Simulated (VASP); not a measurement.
# MgO (Fm-3m) in VASP: notebook

Runs on MgO. Level: r2SCAN. Tasks: single point, relaxation of cell and atoms.

Everything below comes from runs of VASP 6.6.1. Logs are shortened: lines on timing, memory, paths and dates and some standing lists are left out, and cuts for length are marked.

**1. The cell of the first run**

Symmetry: Fm-3m, No. 225, cubic system. Conventional cell: a = 4.204 Å, b = 4.204 Å, c = 4.204 Å, α = 90.00°, β = 90.00°, γ = 90.00°. Mg (site symmetry m-3m) has 6 O at 2.10 Å within 2.8 Å. Within 2.8 Å of O (site symmetry m-3m) lie 6 Mg at 2.10 Å.

**2. Single point, r2SCAN**

POSCAR

```
MgO
1.0
    0.0000000000      2.1021664417      2.1021664417
    2.1021664417      0.0000000000      2.1021664417
    2.1021664417      2.1021664417      0.0000000000
Mg O
1 1
Direct
    0.0000000000      0.0000000000      0.0000000000
    0.5000000000      0.5000000000      0.5000000000
```

INCAR.step1

```
PREC = Accurate
ENCUT = 520
ISMEAR = -1
SIGMA = 0.1
LREAL = F
LASPH = T
NELM = 80
NBANDS = 11
GGA = PE
ALGO = Normal
EDIFF = 1E-4
LWAVE = T
LCHARG = F
```

INCAR.step2

```
PREC = Accurate
ENCUT = 520
EDIFF = 1E-6
ISMEAR = -1
SIGMA = 0.1
LREAL = F
LASPH = T
NELM = 80
ALGO = Normal
ISIF = 2
LWAVE = F
LCHARG = F
METAGGA = R2SCAN
LMIXTAU = T
NBANDS = 11
ISTART = 1
```

KPOINTS

```
Automatic mesh
0
Gamma
  16 16 16
```

Potentials or basis: VASP PAW PBE potentials, release 64 (Mg, O).

Command:

```sh
$ cat potpaw_PBE.64/Mg/POTCAR potpaw_PBE.64/O/POTCAR > POTCAR
$ cp INCAR.step1 INCAR
$ mpirun -np 1 vasp_std > vasp.out
$ cp INCAR.step2 INCAR
$ mpirun -np 1 vasp_std > vasp.out
```

OUTCAR:

```text
PREC = Accurate
   ENCUT = 520
   EDIFF = 1E-6
   ISMEAR = -1
   LREAL = F
   LASPH = T
   NELM = 80
   ISIF = 2
   METAGGA = R2SCAN
   ISTART = 1

 ion  position               nearest neighbor table
   1  0.000  0.000  0.000-   2 2.10   2 2.10   2 2.10   2 2.10   2 2.10   2 2.10
   2  0.500  0.500  0.500-   1 2.10   1 2.10   1 2.10   1 2.10   1 2.10   1 2.10

  LATTYP: Found a face centered cubic cell.
 ALAT       =     4.2043328834

  Lattice vectors:

 A1 = (   0.0000000000,   2.1021664417,   2.1021664417)
 A2 = (   2.1021664417,   0.0000000000,   2.1021664417)
 A3 = (   2.1021664417,   2.1021664417,   0.0000000000)

Analysis of symmetry for initial positions (statically):
=====================================================================
 Subroutine PRICEL returns:
 Original cell was already a primitive cell.

 Routine SETGRP: Setting up the symmetry group for a
 face centered cubic supercell.

 Subroutine GETGRP returns: Found 48 space group operations
 (whereof 48 operations were pure point group operations)
 out of a pool of 48 trial point group operations.

The static configuration has the point symmetry O_h .

Analysis of symmetry for dynamics (positions and initial velocities):
=====================================================================
 Subroutine PRICEL returns:
 Original cell was already a primitive cell.

 Routine SETGRP: Setting up the symmetry group for a
 face centered cubic supercell.

 Subroutine GETGRP returns: Found 48 space group operations
 (whereof 48 operations were pure point group operations)
 out of a pool of 48 trial point group operations.

The dynamic configuration has the point symmetry O_h .

 Subroutine INISYM returns: Found 48 space group operations
 (whereof 48 operations are pure point group operations),
 and found     1 'primitive' translations

----------------------------------------------------------------------------------------

                                     Primitive cell

  volume of cell :      18.5794

  direct lattice vectors                    reciprocal lattice vectors
     0.000000000  2.102166442  2.102166442    -0.237849863  0.237849863  0.237849863
     2.102166442  0.000000000  2.102166442     0.237849863 -0.237849863  0.237849863
     2.102166442  2.102166442  0.000000000     0.237849863  0.237849863 -0.237849863

  length of vectors
     2.972912292  2.972912292  2.972912292     0.411968047  0.411968047  0.411968047

  position of ions in fractional coordinates (direct lattice)
     0.000000000  0.000000000  0.000000000
     0.500000000  0.500000000  0.500000000

  ion indices of the primitive-cell ions
   primitive index   ion index
                 1           1
                 2           2

----------------------------------------------------------------------------------------

 KPOINTS: Automatic mesh

Automatic generation of k-mesh.
 Grid dimensions read from file:
 generate k-points for:   16   16   16

 Generating k-lattice:

  Cartesian coordinates                     Fractional coordinates (reciprocal lattice)
    -0.014865616  0.014865616  0.014865616     0.062500000  0.000000000  0.000000000
     0.014865616 -0.014865616  0.014865616     0.000000000  0.062500000  0.000000000
     0.014865616  0.014865616 -0.014865616     0.000000000  0.000000000  0.062500000

  Length of vectors
     0.025748003  0.025748003  0.025748003

  Shift w.r.t. Gamma in fractional coordinates (k-lattice)
     0.000000000  0.000000000  0.000000000

 Subroutine IBZKPT returns following result:
 ===========================================

 Found    145 irreducible k-points:

 Following reciprocal coordinates:
            Coordinates               Weight
  0.000000  0.000000  0.000000      1.000000
  0.062500  0.000000  0.000000      8.000000
  0.125000  0.000000  0.000000      8.000000
  0.187500  0.000000  0.000000      8.000000
  0.250000  0.000000  0.000000      8.000000
  0.312500  0.000000  0.000000      8.000000
[... 16 lines left out ...]
 -0.125000  0.062500  0.000000     24.000000
 -0.062500  0.062500  0.000000     12.000000
 [... further k-points ...]
   k-points           NKPTS =    145   k-points in BZ     NKDIM =    145   number of bands    NBANDS=     11
   number of dos      NEDOS =    301   number of ions     NIONS =      2
   total plane-waves  NPLWV =  13824
   dimension x,y,z NGX =    24 NGY =   24 NGZ =   24
   dimension x,y,z NGXF=    48 NGYF=   48 NGZF=   48
   ions per type =               1   1
   NGX,Y,Z   is equivalent  to a cutoff of  13.42, 13.42, 13.42 a.u.
   NGXF,Y,Z  is equivalent  to a cutoff of  26.84, 26.84, 26.84 a.u.
 SYSTEM =  unknown system
   PREC   = accura    normal or accurate (medium, high low for compatibility)
   ISTART =      1    job   : 0-new  1-cont  2-samecut
   ICHARG =      0    charge: 1-file 2-atom 10-const
   ISPIN  =      1    spin polarized calculation?
   LNONCOLLINEAR =      F non collinear calculations
   LSORBIT =      F    spin-orbit coupling
   LASPH  =      T    aspherical Exc in radial PAW
   ENCUT  =  520.0 eV  38.22 Ry    6.18 a.u.   5.53  5.53  5.53*2*pi/ulx,y,z
   NELM   =     80;   NELMIN=  2; NELMDL=  0     # of ELM steps
   EDIFF  = 0.1E-05   stopping-criterion for ELM
   LREAL  =      F    real-space projection
   EDIFFG = 0.1E-04   stopping-criterion for IOM
   NSW    =      0    number of steps for IOM
   IBRION =     -1    ionic relax: 0-MD 1-quasi-New 2-CG
   NFREE  =      0    steps in history (QN), initial steepest desc. (CG)
   ISIF   =      2    stress and relaxation
   ISYM   =      2    0-nonsym 1-usesym 2-fastsym
   POTIM  = 0.5000    time-step for ionic-motion
   TEBEG  =    0.0;   TEEND  =   0.0 temperature during run
   PSTRESS=    0.0 pullay stress
   NELECT =       8.0000    total number of electrons
   NUPDOWN=      -1.0000    fix difference up-down
   EMIN   =  10.00;   EMAX   =-10.00  energy-range for DOS
   EFERMI =   0.00;   METHOD = LEGACY
   ISMEAR =    -1;   SIGMA  =   0.10  broadening in eV -4-tet -1-fermi 0-gaus
   EFERMI_NEDOS =   21; number of points for ismear=-14 and -15
   IALGO  =     38    algorithm
   IMIX   =      4    mixing-type and parameters
     AMIX     =   0.40;   BMIX     =  1.00
     AMIX_MAG =   1.60;   BMIX_MAG =  1.00
  volume/ion in A,a.u.               =       9.29        62.69
  Fermi-wavevector in a.u.,A,eV,Ry     =   1.236216  2.336110 20.792835  1.528230
  Thomas-Fermi vector in A             =   2.370834
   LORBIT       =      0    0 simple, 1 ext, 2 COOP (PROOUT), +10 PAW based schemes
   METAGGA = R2SCAN    functional components
   LHFCALC =     F    Hartree Fock is set to
   AEXX    =    0.0000 exact exchange contribution
   IVDW    =     0    specifies the selected vdW correction
   LEPSILON=     F    determine dielectric tensor
   LRPA    =     F    only Hartree local field effects (RPA)
 non-spin polarized calculation
  energy-cutoff  :      520.00
  volume of cell :       18.58
 maximum number of plane-waves:       531
 NGX is ok and might be reduce to    24
   NGX = 11   NGY = 11   NGZ = 11

 number of electron       8.0000004 magnetization

 Free energy of the ion-electron system (eV)
  ---------------------------------------------------
  ext. energy  EPLUGINS =         0.00000000
  ---------------------------------------------------
  free energy    TOTEN  =       -16.16110706 eV

  energy without entropy =      -16.16110706  energy(sigma->0) =      -16.16110706

 E-fermi :   4.9740     XC(G=0): -11.6234

 val. band max:        2.8163973811   @ k =   0.0000   0.0000   0.0000
 cond. band min:       8.4763750312   @ k =   0.0000   0.0000   0.0000
 fundamental gap:      5.6599776502
 Fermi energy:         4.9739917628

 k-point     1 :       0.0000    0.0000    0.0000
  band No.  band energies     occupation
      1     -15.4124      2.00000
      2       2.8164      2.00000
      3       2.8164      2.00000
      4       2.8164      2.00000
      5       8.4764      0.00000
      6      19.6823      0.00000
      7      19.6823      0.00000
      8      19.6823      0.00000
      9      23.8436      0.00000
     10      25.6171      0.00000
     11      25.6171      0.00000

 k-point     2 :       0.0625    0.0000    0.0000
  band No.  band energies     occupation
      1     -15.3710      2.00000
      2       2.5518      2.00000
      3       2.7883      2.00000
      4       2.7883      2.00000
      5       8.7361      0.00000
      6      19.0798      0.00000
      7      19.7860      0.00000
      8      19.7860      0.00000
      9      24.6540      0.00000
     10      25.2751      0.00000
     11      25.2751      0.00000

 k-point     3 :       0.1250    0.0000    0.0000
  band No.  band energies     occupation
      1     -15.2503      2.00000
      2       1.8875      2.00000
      3       2.7095      2.00000
      4       2.7095      2.00000
      5       9.3772      0.00000
      6      18.0084      0.00000
      7      20.0638      0.00000
      8      20.0638      0.00000
      9      24.6662      0.00000
     10      24.6662      0.00000
     11      26.0961      0.00000

 k-point     4 :       0.1875    0.0000    0.0000
  band No.  band energies     occupation
      1     -15.0634      2.00000
      2       1.0413      2.00000
      3       2.5944      2.00000
      4       2.5944      2.00000
      5      10.1522      0.00000
      6      17.0794      0.00000
      7      20.4017      0.00000
      8      20.4017      0.00000
      9      24.2466      0.00000
     10      24.2466      0.00000
     11      26.6528      0.00000
[... 239 lines left out ...]
 k-point    22 :      -0.1875    0.0625    0.0000
  band No.  band energies     occupation
      1     -14.9592      2.00000
      2       0.7045      2.00000
      3       2.3887      2.00000
      4       2.5817      2.00000
      5      10.5638      0.00000
      6      16.6950      0.00000
      7      20.3360      0.00000
      8      20.6902      0.00000
      9      23.3649      0.00000
     10      24.8364      0.00000
     11      27.1253      0.00000

 k-point    23 :      -0.1250    0.0625    0.0000
  band No.  band energies     occupation
      1     -15.1609      2.00000
      2       1.5191      2.00000
      3       2.5435      2.00000
      4       2.6938      2.00000
      5       9.8026      0.00000
      6      17.4554      0.00000
      7      20.1760      0.00000
      8      20.3037      0.00000
      9      23.7559      0.00000
     10      24.9643      0.00000
     11      26.8774      0.00000

 k-point    24 :      -0.0625    0.0625    0.0000
  band No.  band energies     occupation
      1     -15.3032      2.00000
      2       2.1942      2.00000
      3       2.6858      2.00000
      4       2.7672      2.00000
      5       9.1198      0.00000
      6      18.3849      0.00000
      7      19.9453      0.00000
      8      19.9534      0.00000
      9      24.4779      0.00000
     10      25.2811      0.00000
     11      25.6540      0.00000

 [... further k-points ...]

------------------------ aborting loop because EDIFF is reached ----------------------------------------

  FORCE on cell =-STRESS in cart. coord.  units (eV):
  Direction    XX          YY          ZZ          XY          YZ          ZX
  --------------------------------------------------------------------------------------
  -------------------------------------------------------------------------------------
  Total       -0.1317648     -0.1317648     -0.1317648     -0.0000000     -0.0000000     -0.0000000
  in kB      -11.3626261    -11.3626261    -11.3626261     -0.0000000     -0.0000000     -0.0000000
  external PRESSURE =     -11.3626261 kB  Pullay stress =       0.0000000 kB

 VOLUME and BASIS-vectors are now :
 -----------------------------------------------------------------------------
  energy-cutoff  :      520.00
  volume of cell :       18.58
      direct lattice vectors                 reciprocal lattice vectors
     0.000000000  2.102166442  2.102166442    -0.237849863  0.237849863  0.237849863
     2.102166442  0.000000000  2.102166442     0.237849863 -0.237849863  0.237849863
     2.102166442  2.102166442  0.000000000     0.237849863  0.237849863 -0.237849863

 POSITION                                       TOTAL-FORCE (eV/Angst)
 -----------------------------------------------------------------------------------
      0.00000      0.00000      0.00000        -0.000000     -0.000000      0.000000
      2.10217      2.10217      2.10217         0.000000      0.000000     -0.000000
 -----------------------------------------------------------------------------------
    total drift:                               -0.000000     -0.000000      0.000000

  FREE ENERGIE OF THE ION-ELECTRON SYSTEM (eV)
  ---------------------------------------------------
  free  energy   TOTEN  =       -16.1611070639 eV

  energy  without entropy=      -16.1611070639  energy(sigma->0) =      -16.16110706
```

It took 1.7 min on 1 thread of Intel Xeon 8259CL, shared host; peak memory 0.17 GiB.

Results:

```
Free energy            : -16.1611 eV
Pressure               : -1.1 GPa
Band gap on the k mesh : 5.66 eV, direct
```

Caveat: the PAW data sets were made with another functional, which shifts forces and pressure a little.

**3. Relaxation of cell and atoms, r2SCAN**

This run uses another cell than the first one, of 9.37 Å³/atom, 1.009 times its volume.

POSCAR

```
MgO
1.0
    0.0000000000      2.1085000000      2.1085000000
    2.1085000000      0.0000000000      2.1085000000
    2.1085000000      2.1085000000      0.0000000000
Mg O
1 1
Direct
    0.0000000000      0.0000000000      0.0000000000
    0.5000000000      0.5000000000      0.5000000000
```

INCAR.step1

```
  PREC = Accurate
  ENCUT = 600
  ISMEAR = -1
  SIGMA = 0.1
  LREAL = F
  LASPH = T
  NELM = 60
  GGA = PE
  ALGO = Normal
  EDIFF = 1E-4
  LWAVE = T
  LCHARG = F
```

INCAR.step2

```
  PREC = Accurate
  ENCUT = 600
  EDIFF = 1E-6
  ISMEAR = -1
  SIGMA = 0.1
  LREAL = F
  LASPH = T
  NELM = 60
  ALGO = Normal
  ISIF = 3
  LWAVE = F
  LCHARG = F
  METAGGA = R2SCAN
  LMIXTAU = T
  IBRION = 2
  NSW = 100
  EDIFFG = -0.002
  ISTART = 1
```

KPOINTS

```
regular mesh
0
Gamma
  16 16 16
```

Potentials or basis: VASP PAW PBE potentials, release 64 (Mg, O).

Command:

```sh
$ cat potpaw_PBE.64/Mg/POTCAR potpaw_PBE.64/O/POTCAR > POTCAR
$ cp INCAR.step1 INCAR
$ mpirun -np 1 vasp_std > vasp.out
$ cp INCAR.step2 INCAR
$ mpirun -np 1 vasp_std > vasp.out
```

It took 4.1 min on 1 thread of Intel Xeon 8259CL, shared host; peak memory 0.17 GiB.

It converged, with:

```yaml
Free_energy: -16.1661 eV
Relaxed_volume: 9.21 Å³/atom
Relaxed_cell: a = 2.965 Å, b = 2.965 Å, c = 2.965 Å, α = 60.00°, β = 60.00°, γ = 60.00°
Space_group_after_relaxing_to_0.05_Å: Fm-3m (No. 225)
Energy_gained_by_relaxing: 1.4 meV/atom
Ionic_steps: 3
Pressure_after_relaxing: 0.0 GPa
Band_gap_on_the_k_mesh: 5.75 eV, direct
```

Step by step:
```tsv
step	energy change (eV)	largest force (eV/Å)	pressure (GPa)	volume (Å³)
1	0.0000	0.0000	-2.83	18.75
2	-0.0024	0.0000	1.18	18.30
3	-0.0029	0.0000	0.01	18.43
```

Final structure:
```yaml
crystal:
  lattice:
    - [0.00000, 2.09642, 2.09642]
    - [2.09642, 0.00000, 2.09642]
    - [2.09642, 2.09642, 0.00000]
  atoms:
    - { symbol: Mg, position: [0.00000, 0.00000, 0.00000] }
    - { symbol: O, position: [0.50000, 0.50000, 0.50000] }
```

Levels at points of the mesh, in eV from the valence-band top:
```tsv
k point	band 1	band 2	band 3	band 4	band 5	band 6	band 7	band 8
(0.00, 0.00, 0.00)	-18.27	0.00	0.00	0.00	5.75	16.92	16.92	16.92
(0.50, 0.00, 0.00)	-16.99	-4.67	-0.69	-0.69	8.90	13.97	17.57	17.57
(0.50, 0.50, 0.00)	-16.73	-4.16	-1.39	-1.39	10.05	11.22	14.44	20.59
```

Caveat: the PAW data sets were made with another functional, which shifts forces and pressure a little. A k mesh can miss the band edges.
